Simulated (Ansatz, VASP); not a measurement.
MgO in VASP and in Ansatz

The input INCAR:

```
SYSTEM = MgO
PREC     = Accurate       ! precision mode
ENCUT    = 520            ! plane-wave cutoff, eV
EDIFF    = 1E-6           ! SCF threshold, eV
ISMEAR   = 0              ! smearing method
SIGMA    = 0.05           ! smearing width, eV
LREAL    = .False.        ! projectors in reciprocal space
LASPH    = .True.         ! aspherical terms in the spheres
NELM     = 60             ! most SCF steps
ALGO     = Normal         ! electronic algorithm
ISIF     = 2              ! what is computed and relaxed
LWAVE    = .False.        ! write WAVECAR
LCHARG   = .False.        ! write CHGCAR
GGA      = PS             ! functional
NBANDS   = 11             ! bands
```

KPOINTS

```
regular mesh
0
Gamma
  10 10 10
  0 0 0
```

The input POSCAR:

```
MgO
1.0
    0.0000000000      2.1071057202      2.1387123060
    2.1071057202      0.0000000000      2.1387123060
    2.1071057202      2.1071057202      0.0000000000
Mg O
1 1
Direct
    0.0000000000      0.0000000000      0.0000000000
    0.5000000000      0.5000000000      0.5000000000
```

Input for Ansatz:

```yaml
crystal:
  lattice:
    - [0.0, 2.1071057202, 2.138712306]
    - [2.1071057202, 0.0, 2.138712306]
    - [2.1071057202, 2.1071057202, 0.0]
  atoms:
    - { symbol: Mg, position: [0.0, 0.0, 0.0] }
    - { symbol: O, position: [0.5, 0.5, 0.5] }
basis:
  ecutwfc: 420
kpoints:
  mp_grid: { grid: [10, 10, 10] }
hamiltonian:
  xc: pbesol
scf:
  occupations: { method: gaussian, width: 0.05 }
output:
  forces: true
  stress: true
  eigenvalues: true
```

Change from the starting cell: strain +0.0150 x Voigt [0, 0, 1, 0, 0, 0], atoms carried along.

Alike in both runs: task single point; functional PBEsol; k mesh 10 × 10 × 10; occupations gaussian, width 0.05 eV; no spin polarisation.

|  | VASP | Ansatz |
| --- | --- | --- |
| version | VASP 6.6.1 | Ansatz 0.2.0 |
| potentials or method | VASP PAW PBE potentials, release 64 (Mg, O), cutoff 520 eV | scalar-relativistic, plane waves, PAW |
| valence electrons in the cell | 8 | 16 |

```tsv
	VASP	Ansatz	Ansatz less VASP
gap on the k mesh at the Fermi level (eV)	4.45	4.46	+0.001
least direct gap on the mesh (eV)	4.45	4.46	+0.001
pressure (GPa)	-2.7	-2.2	+0.54
traceless stress, the component that is largest in VASP (GPa)	-1.80	-1.79	+0.010
```

VASP's potentials were made for PBE, not for PBEsol. VASP's potentials hold 8 valence electrons a cell and Ansatz's 16, so a difference there can come from the potentials and not from the codes.
